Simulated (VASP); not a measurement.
A run of VASP 6.6.1:

INCAR

```
PREC = Accurate
ENCUT = 520
EDIFF = 1E-7
ISMEAR = 0
SIGMA = 0.05
LREAL = False
LASPH = True
NELM = 100
ALGO = Normal
ISIF = 2
LWAVE = False
LCHARG = False
GGA = CA
NBANDS = 84
```

The input KPOINTS:

```
Automatic mesh
0
Gamma
  4 3 3
```

Contents of POSCAR:

```
Zn12H
1.0
    5.3200000000      0.0000000000      0.0000000000
   -3.9900000000      6.9108830000      0.0000000000
    0.0000000000      0.0000000000      4.9369600000
Zn H
12 1
Direct
   -0.0856062903     -0.0187359560      0.0714696898
    0.1935284516      0.1984812939      0.4987012250
   -0.0393782774      0.3519728232      0.0612008199
    0.2042427002      0.5255461567      0.5822455519
   -0.0034786372      0.6983766040     -0.0575465469
    0.2169037406      0.8624115037      0.4647756919
    0.4743346349      0.0224311423     -0.0110634885
    0.6995885278      0.1924325734      0.5256615407
    0.5210194401      0.3940194039     -0.0844564266
    0.7157545049      0.5288400918      0.4258227735
    0.4498619298      0.6695347035      0.0967664312
    0.7092199171      0.8560736739      0.5720372456
    0.2564920339      0.1618412582      0.9870183271
```

Potentials or basis: VASP PAW LDA potentials, release 64 (Zn, H).

Run with:

```bash
$ cat potpaw_LDA.64/Zn/POTCAR potpaw_LDA.64/H/POTCAR > POTCAR
$ mpirun -np 1 vasp_std > vasp.out
```

Hardware: 1 thread of Intel(R) Xeon(R) Platinum 8259CL CPU @ 2.50GHz (Skylake/Cascade Lake) (shared host).

**Question.** How long does it take, and how much memory?

**Answer.** Wall time 5.1 min on 1 thread of Intel(R) Xeon(R) Platinum 8259CL CPU @ 2.50GHz (Skylake/Cascade Lake), with other jobs on the host, peak memory 0.36 GiB. Counts: scf iterations 16, k points 19.
